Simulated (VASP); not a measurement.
Write the native input for VASP 6.6.1 that does the following.

```
Task                   : single point
Functional             : PBE
Potentials or basis    : VASP PAW PBE potentials, release 64 (Al, C)
Cutoff                 : 520 eV
k mesh                 : 3 × 3 × 3
Occupations            : gaussian, width 0.1 eV
Spin                   : no spin polarisation
Dipole correction      : no
Further INCAR settings : LREAL = Auto; ALGO = Normal; EDIFF = 1e-06; NBANDS = 72
```

The structure of Al32C (a cell with a defect) lies in POSCAR:

```
Al32C
1.0
    8.1000000000      0.0000000000      0.0000000000
    0.0000000000      8.1000000000      0.0000000000
    0.0000000000      0.0000000000      8.1000000000
Al C
32 1
Direct
    0.4867796204      0.0128103765     -0.0128210504
    0.7534051667      0.2525893099     -0.0034969793
    0.7627619818      0.0128407971      0.2631473778
    0.0025075012      0.0034925101     -0.0035031870
    0.2475742726      0.2520537768      0.0006240974
    0.4961439389      0.4970973703     -0.0034754660
    0.7627582843      0.7368444755     -0.0128477072
    0.2470134719      0.0034555170      0.2537602387
    0.4961292248      0.2525758189      0.2537827019
    0.7533833450      0.4970943100      0.2537685227
    0.4961428942      0.0034658636      0.5028920334
    0.7492825405      0.2520596918      0.5023480959
    0.7534042012      0.0034853257      0.7473999697
    0.0019829554      0.4976464349      0.0006266471
    0.2470138716      0.7462294321     -0.0034662695
    0.0019802388      0.2520524098      0.2496722905
    0.2475924804      0.4976658025      0.2496791544
    0.4868529653      0.7369403625      0.2630480796
    0.0019836788     -0.0006376830      0.5023446121
    0.2480429467      0.2515693099      0.5018680004
    0.5002289584      0.4976704751      0.5023198979
    0.7533845310      0.7462200643      0.5028947379
    0.2475737959     -0.0006347732      0.7479361594
    0.5002332591      0.2520448402      0.7479456968
    0.7492828870      0.4976425006      0.7479310170
    0.0024977085      0.7462000668      0.2537895648
    0.0014957188      0.4981194399      0.5018701611
    0.2475930775      0.7503100653      0.5023239558
    0.0015099084      0.2515861168      0.7484036868
    0.2480432060      0.4981218767      0.7484208945
    0.4961300758      0.7462077704      0.7474137918
    0.0019794025      0.7503165578      0.7479389715
    0.6248683906      0.8749059874      0.1250893025
```

One way to write it, as run:

INCAR

```
SYSTEM = Al32C
  PREC = Accurate
  ENCUT = 520
  EDIFF = 1E-6
  ISMEAR = 0
  SIGMA = 0.1
  LREAL = Auto
  LASPH = .TRUE.
  NELM = 100
  ALGO = Normal
  ISIF = 2
  LWAVE = .FALSE.
  LCHARG = .FALSE.
  GGA = PE
  NBANDS = 72
```

KPOINTS

```
regular mesh
0
G
  3 3 3
  0 0 0
```

Potentials or basis: VASP PAW PBE potentials, release 64 (Al, C).

Launch:

```sh
$ cat potpaw_PBE.64/Al/POTCAR potpaw_PBE.64/C/POTCAR > POTCAR
$ mpirun -np 1 vasp_std > vasp.out
```

It gave:

- Pressure: 1.5 GPa
- Largest force: 0.014 eV/Å
- Band gap on the k mesh: zero (band 50 reaches 8.06 eV, above the bottom of band 51 at 7.77 eV)

Run time: 14 min on 1 thread of AMD EPYC 7R13 Processor (Zen 3), with other jobs on the host, peak memory 0.63 GiB.
